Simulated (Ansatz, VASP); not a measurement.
**One calculation of TaAl5N6, two programs**

```xyz
12
Lattice="2.9407 0.0000 0.0000 0.0000 2.9407 0.0000 0.0000 0.0000 12.5316" Properties=species:S:1:pos:R:3 pbc="T T T"
Ta    1.4703    1.4703    0.0000
Al    0.0000    0.0000   10.2900
Al    0.0000    0.0000    2.2416
Al    1.4703    1.4703    4.2646
Al    0.0000    0.0000    6.2658
Al    1.4703    1.4703    8.2671
N     0.0000    0.0000    0.0000
N     1.4703    1.4703    2.2642
N     0.0000    0.0000    4.2604
N     1.4703    1.4703    6.2658
N     0.0000    0.0000    8.2712
N     1.4703    1.4703   10.2675
```

Alike in both runs: task relaxation of cell and atoms; functional PBE; k mesh 12 × 12 × 4; occupations gaussian, width 0.1 eV; no spin polarisation.

|  | VASP | Ansatz |
| --- | --- | --- |
| version | VASP 6.6.1 | Ansatz 0.2.0 |
| potentials or method | VASP PAW PBE potentials, release 64 (Ta_pv, Al, N), cutoff 600 eV | scalar-relativistic, plane waves, PAW |
| valence electrons in the cell | 56 | 58 |

Ansatz gave:

| Quantity | Value |
| --- | --- |
| gap on the k mesh at the Fermi level, each at its own relaxed structure (eV) | none |
| relaxed volume (Å³/atom) | 9.03 |
| relaxed length of the cell vector where the two differ most in proportion (Å) | 12.531 |

Task: Which values does VASP return?

Result: gap on the k mesh at the Fermi level, each at its own relaxed structure (eV): none; relaxed volume (Å³/atom): 9.02; relaxed length of the cell vector where the two differ most in proportion (Å): 12.527.

A gap of «none» marks a metal or a gap that the smearing closes. VASP's potentials hold 56 valence electrons a cell and Ansatz's 58, so a difference there can come from the potentials and not from the codes.

Neither program's run includes spin-orbit coupling.
